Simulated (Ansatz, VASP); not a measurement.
C: VASP beside Ansatz

```
C
1.0
     0.00000    1.78582    1.78582
     1.78582    0.00000    1.78582
     1.78582    1.78582    0.00000
C
2
Direct
  0.00000 0.00000 0.00000
  0.25000 0.25000 0.25000
```

Alike in both runs: functional PBE; k mesh 8 × 8 × 8; occupations gaussian, width 0.1 eV; no spin polarisation.

Ansatz relaxed the structure, and its values are those at the end. VASP's run is a single point on that final structure, the one shown.

|  | VASP | Ansatz |
| --- | --- | --- |
| version | VASP 6.6.1 | Ansatz 0.2.0 |
| potentials or method | VASP PAW PBE potentials, release 64 (C), cutoff 520 eV | scalar-relativistic, plane waves, PAW |
| valence electrons in the cell | 8 | 8 |

```csv
,VASP,Ansatz,Ansatz less VASP
gap on the k mesh at the Fermi level (eV),4.12,4.13,+0.007
least direct gap on the mesh (eV),5.58,5.58,+0.004
pressure (GPa),0.6,0.0,-0.65
```

With one functional, cell and mesh, what is left measures potentials, basis and numerics.
